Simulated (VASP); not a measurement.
# Re (P6_3/mmc) in VASP: a series of runs

The runs below take Re through single point, with r2SCAN.

Everything below comes from runs of VASP 6.6.1. Logs are shortened: lines on timing, memory, paths and dates and some standing lists are left out, and cuts for length are marked.

## Step 1: The cell of the first run

It takes space group P6_3/mmc (No. 194, hexagonal). The conventional cell has a = 2.760 Å, b = 2.760 Å, c = 4.457 Å, α = 90.00°, β = 90.00°, γ = 120.00°. Re (site symmetry -6m2) has 12 Re at 2.74 to 2.76 Å within 3.6 Å.

## Step 2: Single point, r2SCAN

Input file POSCAR:

```
Re
1.0
    2.7598270443      0.0000000000      0.0000000000
   -1.3799135221      2.3900803304      0.0000000000
    0.0000000000      0.0000000000      4.4572270891
Re
2
Direct
    0.3333333333      0.6666666667      0.2500000000
    0.6666666667      0.3333333333      0.7500000000
```

Input file INCAR.step1:

```
SYSTEM = Re
  ALGO = Normal
  EDIFF = 1E-4
  ENCUT = 520
  GGA = PE
  ISMEAR = 0
  LASPH = .True.
  LCHARG = .False.
  LREAL = .False.
  LWAVE = .True.
  NBANDS = 14
  NELM = 60
  PREC = Accurate
  SIGMA = 0.6
```

Input file INCAR.step2:

```
SYSTEM = Re
  ALGO = Normal
  EDIFF = 1E-6
  ENCUT = 520
  ISIF = 2
  ISMEAR = 0
  ISTART = 1
  LASPH = .True.
  LCHARG = .True.
  LELF = .True.
  LMIXTAU = .True.
  LREAL = .False.
  LVHAR = .True.
  LWAVE = .False.
  METAGGA = R2SCAN
  NBANDS = 14
  NELM = 60
  PREC = Accurate
  SIGMA = 0.6
```

Input file KPOINTS:

```
k-points
0
Gamma
  13 13 7
  0 0 0
```

Potentials or basis: VASP PAW PBE potentials, release 64 (Re).

Launch:

```sh
> cat potpaw_PBE.64/Re/POTCAR > POTCAR
> cp INCAR.step1 INCAR
> mpirun -np 1 vasp_std > vasp.out
> cp INCAR.step2 INCAR
> mpirun -np 1 vasp_std > vasp.out
```

OUTCAR:

```text
SYSTEM = Re
   EDIFF = 1E-6
   ENCUT = 520
   ISIF = 2
   ISMEAR = 0
   ISTART = 1
   LASPH = .True.
   LREAL = .False.
   METAGGA = R2SCAN
   NELM = 60
   PREC = Accurate

 ion  position               nearest neighbor table
   1  0.333  0.667  0.250-   2 2.74   2 2.74   2 2.74   2 2.74   2 2.74   2 2.74
   2  0.667  0.333  0.750-   1 2.74   1 2.74   1 2.74   1 2.74   1 2.74   1 2.74

  LATTYP: Found a hexagonal cell.
 ALAT       =     2.7598270443
 C/A-ratio  =     1.6150385577

  Lattice vectors:

 A1 = (   2.7598270443,   0.0000000000,   0.0000000000)
 A2 = (  -1.3799135221,   2.3900803304,   0.0000000000)
 A3 = (   0.0000000000,   0.0000000000,   4.4572270891)

Analysis of symmetry for initial positions (statically):
=====================================================================
 Subroutine PRICEL returns:
 Original cell was already a primitive cell.

 Routine SETGRP: Setting up the symmetry group for a
 hexagonal supercell.

 Subroutine GETGRP returns: Found 24 space group operations
 (whereof 12 operations were pure point group operations)
 out of a pool of 24 trial point group operations.

The static configuration has the point symmetry D_3d.
 The point group associated with its full space group is D_6h.

Analysis of symmetry for dynamics (positions and initial velocities):
=====================================================================
 Subroutine PRICEL returns:
 Original cell was already a primitive cell.

 Routine SETGRP: Setting up the symmetry group for a
 hexagonal supercell.

 Subroutine GETGRP returns: Found 24 space group operations
 (whereof 12 operations were pure point group operations)
 out of a pool of 24 trial point group operations.

The dynamic configuration has the point symmetry D_3d.
 The point group associated with its full space group is D_6h.

 Subroutine INISYM returns: Found 24 space group operations
 (whereof 12 operations are pure point group operations),
 and found     1 'primitive' translations

----------------------------------------------------------------------------------------

                                     Primitive cell

  volume of cell :      29.4008

  direct lattice vectors                    reciprocal lattice vectors
     2.759827044  0.000000000  0.000000000     0.362341547  0.209197990  0.000000000
    -1.379913522  2.390080330  0.000000000     0.000000000  0.418395979  0.000000000
     0.000000000  0.000000000  4.457227089     0.000000000  0.000000000  0.224354734

  length of vectors
     2.759827044  2.759827044  4.457227089     0.418395979  0.418395979  0.224354734

  position of ions in fractional coordinates (direct lattice)
     0.333333333  0.666666667  0.250000000
     0.666666667  0.333333333  0.750000000

  ion indices of the primitive-cell ions
   primitive index   ion index
                 1           1
                 2           2

----------------------------------------------------------------------------------------

 KPOINTS: k-points

Automatic generation of k-mesh.
 Grid dimensions read from file:
 generate k-points for:   13   13    7

 Generating k-lattice:

  Cartesian coordinates                     Fractional coordinates (reciprocal lattice)
     0.027872427  0.016092153  0.000000000     0.076923077  0.000000000  0.000000000
     0.000000000  0.032184306  0.000000000     0.000000000  0.076923077  0.000000000
     0.000000000  0.000000000  0.032050676     0.000000000  0.000000000  0.142857143

  Length of vectors
     0.032184306  0.032184306  0.032050676

  Shift w.r.t. Gamma in fractional coordinates (k-lattice)
     0.000000000  0.000000000  0.000000000

 Subroutine IBZKPT returns following result:
 ===========================================

 Found     84 irreducible k-points:

 Following reciprocal coordinates:
            Coordinates               Weight
  0.000000  0.000000  0.000000      1.000000
  0.076923 -0.000000  0.000000      6.000000
  0.153846 -0.000000  0.000000      6.000000
  0.230769 -0.000000  0.000000      6.000000
  0.307692 -0.000000  0.000000      6.000000
  0.384615  0.000000  0.000000      6.000000
[... 16 lines left out ...]
  0.076923 -0.000000  0.142857     12.000000
  0.153846 -0.000000  0.142857     12.000000
 [... further k-points ...]
   k-points           NKPTS =     84   k-points in BZ     NKDIM =     84   number of bands    NBANDS=     14
   number of dos      NEDOS =    301   number of ions     NIONS =      2
   total plane-waves  NPLWV =  20736
   dimension x,y,z NGX =    24 NGY =   24 NGZ =   36
   dimension x,y,z NGXF=    48 NGYF=   48 NGZF=   72
   ions per type =               2
   NGX,Y,Z   is equivalent  to a cutoff of  14.46, 14.46, 13.43 a.u.
   NGXF,Y,Z  is equivalent  to a cutoff of  28.91, 28.91, 26.85 a.u.
 SYSTEM =  Re
   PREC   = accura    normal or accurate (medium, high low for compatibility)
   ISTART =      1    job   : 0-new  1-cont  2-samecut
   ICHARG =      0    charge: 1-file 2-atom 10-const
   ISPIN  =      1    spin polarized calculation?
   LNONCOLLINEAR =      F non collinear calculations
   LSORBIT =      F    spin-orbit coupling
   LASPH  =      T    aspherical Exc in radial PAW
   ENCUT  =  520.0 eV  38.22 Ry    6.18 a.u.   5.13  5.13  8.29*2*pi/ulx,y,z
   NELM   =     60;   NELMIN=  2; NELMDL=  0     # of ELM steps
   EDIFF  = 0.1E-05   stopping-criterion for ELM
   LREAL  =      F    real-space projection
   EDIFFG = 0.1E-04   stopping-criterion for IOM
   NSW    =      0    number of steps for IOM
   IBRION =     -1    ionic relax: 0-MD 1-quasi-New 2-CG
   NFREE  =      0    steps in history (QN), initial steepest desc. (CG)
   ISIF   =      2    stress and relaxation
   ISYM   =      2    0-nonsym 1-usesym 2-fastsym
   POTIM  = 0.5000    time-step for ionic-motion
   TEBEG  =    0.0;   TEEND  =   0.0 temperature during run
   PSTRESS=    0.0 pullay stress
   NELECT =      14.0000    total number of electrons
   NUPDOWN=      -1.0000    fix difference up-down
   EMIN   =  10.00;   EMAX   =-10.00  energy-range for DOS
   EFERMI =   0.00;   METHOD = LEGACY
   ISMEAR =     0;   SIGMA  =   0.60  broadening in eV -4-tet -1-fermi 0-gaus
   EFERMI_NEDOS =   21; number of points for ismear=-14 and -15
   IALGO  =     38    algorithm
   IMIX   =      4    mixing-type and parameters
     AMIX     =   0.40;   BMIX     =  1.00
     AMIX_MAG =   1.60;   BMIX_MAG =  1.00
  volume/ion in A,a.u.               =      14.70        99.20
  Fermi-wavevector in a.u.,A,eV,Ry     =   1.278393  2.415813 22.235856  1.634289
  Thomas-Fermi vector in A             =   2.410938
   LORBIT       =      0    0 simple, 1 ext, 2 COOP (PROOUT), +10 PAW based schemes
   METAGGA = R2SCAN    functional components
   LHFCALC =     F    Hartree Fock is set to
   AEXX    =    0.0000 exact exchange contribution
   IVDW    =     0    specifies the selected vdW correction
   LEPSILON=     F    determine dielectric tensor
   LRPA    =     F    only Hartree local field effects (RPA)
 non-spin polarized calculation
 Gauss-broadening in eV      SIGMA  =   0.60
  energy-cutoff  :      520.00
  volume of cell :       29.40
 maximum number of plane-waves:       808
 NGX is ok and might be reduce to    24
   NGX = 11   NGY = 11   NGZ = 17

 number of electron      14.0000000 magnetization

 Free energy of the ion-electron system (eV)
  ---------------------------------------------------
  ext. energy  EPLUGINS =         0.00000000
  ---------------------------------------------------
  free energy    TOTEN  =      -105.04229181 eV

  energy without entropy =     -104.74726541  energy(sigma->0) =     -104.89477861

 E-fermi :   7.7424     XC(G=0): -14.9939

 val. band max:        7.7388071089   @ k =   0.1538   0.0769   0.1429
 cond. band min:       7.7902705291   @ k =   0.1538  -0.0000   0.0000
 fundamental gap:      0.0514634203
 Fermi energy:         7.7424046093

 k-point     1 :       0.0000    0.0000    0.0000
  band No.  band energies     occupation
      1      -2.6545      2.00000
      2       0.7610      2.00000
      3       6.0606      1.99993
      4       6.0724      1.99992
      5       6.0724      1.99992
      6       6.9376      1.94216
      7       6.9376      1.94216
      8       7.9226      0.67099
      9       7.9226      0.67099
     10       8.2481      0.23329
     11      11.2272      0.00000
     12      11.2272      0.00000
     13      18.2697      0.00000
     14      22.5151      0.00000

 k-point     2 :       0.0769   -0.0000    0.0000
  band No.  band energies     occupation
      1      -2.4011      2.00000
      2       0.9968      2.00000
      3       5.5105      2.00000
      4       6.3034      1.99931
      5       6.5301      1.99573
      6       6.7683      1.97833
      7       7.1556      1.83340
      8       7.2710      1.73353
      9       7.7313      1.02083
     10       7.8815      0.74295
     11      11.3542      0.00000
     12      12.2593      0.00000
     13      18.2543      0.00000
     14      23.0715      0.00000

 k-point     3 :       0.1538   -0.0000    0.0000
  band No.  band energies     occupation
      1      -1.6831      2.00000
      2       1.6084      2.00000
      3       4.8744      2.00000
      4       5.8254      1.99999
      5       6.2725      1.99947
      6       6.9807      1.92740
      7       7.1812      1.81408
      8       7.2748      1.72961
      9       7.5405      1.36579
     10       7.7903      0.91017
     11      11.6295      0.00000
     12      14.1314      0.00000
     13      18.1234      0.00000
     14      24.4103      0.00000
[... 324 lines left out ...]
 k-point    23 :       0.0769   -0.0000    0.1429
  band No.  band energies     occupation
      1      -2.1529      2.00000
      2       1.0134      2.00000
      3       5.5060      2.00000
      4       6.1604      1.99981
      5       6.1683      1.99979
      6       6.3256      1.99916
      7       6.9860      1.92538
      8       7.2767      1.72766
      9       8.1261      0.36578
     10       8.1633      0.32111
     11      11.3470      0.00000
     12      11.9793      0.00000
     13      19.2895      0.00000
     14      22.5846      0.00000

 k-point    24 :       0.1538   -0.0000    0.1429
  band No.  band energies     occupation
      1      -1.4538      2.00000
      2       1.6480      2.00000
      3       4.9282      2.00000
      4       5.2654      2.00000
      5       6.1212      1.99987
      6       6.6604      1.98923
      7       6.9384      1.94193
      8       7.5060      1.42254
      9       7.9672      0.59615
     10       8.1206      0.37270
     11      11.5644      0.00000
     12      13.4244      0.00000
     13      19.2376      0.00000
     14      23.9709      0.00000

 [... further k-points ...]
[... 5 lines left out ...]
  --------------------------------------------------------------------------------------
  -------------------------------------------------------------------------------------
  Total        0.2420008      0.2420008      0.0339579      0.0000000     -0.0000000      0.0000000
  in kB       13.1876770     13.1876770      1.8505140      0.0000000     -0.0000000      0.0000000
  external PRESSURE =       9.4086226 kB  Pullay stress =       0.0000000 kB

 VOLUME and BASIS-vectors are now :
 -----------------------------------------------------------------------------
  energy-cutoff  :      520.00
  volume of cell :       29.40
      direct lattice vectors                 reciprocal lattice vectors
     2.759827044  0.000000000  0.000000000     0.362341547  0.209197990  0.000000000
    -1.379913522  2.390080330  0.000000000     0.000000000  0.418395979  0.000000000
     0.000000000  0.000000000  4.457227089     0.000000000  0.000000000  0.224354734

 POSITION                                       TOTAL-FORCE (eV/Angst)
 -----------------------------------------------------------------------------------
     -0.00000      1.59339      1.11431         0.000000     -0.000000      0.000000
      1.37991      0.79669      3.34292        -0.000000      0.000000      0.000000
 -----------------------------------------------------------------------------------
    total drift:                                0.000000     -0.000000     -0.000000

  FREE ENERGIE OF THE ION-ELECTRON SYSTEM (eV)
  ---------------------------------------------------
  free  energy   TOTEN  =      -105.0422918143 eV

  energy  without entropy=     -104.7472654107  energy(sigma->0) =     -104.89477861
```

Run time: 2 min. Hardware: 1 thread of Intel Xeon 8259CL, shared host; peak memory 0.18 GiB.

Results:

* Free energy: -105.0423 eV
* Pressure: 0.9 GPa
* Band gap on the k mesh: zero (bands 7 and 8 overlap by 2.80 eV)

Caveat: so wide a smearing shifts energies and pressures; the PAW data sets were made with another functional, which shifts forces and pressure a little; spin-orbit coupling is left out, which moves the levels of the heavy elements.

(Continued in part 2 of 2.)
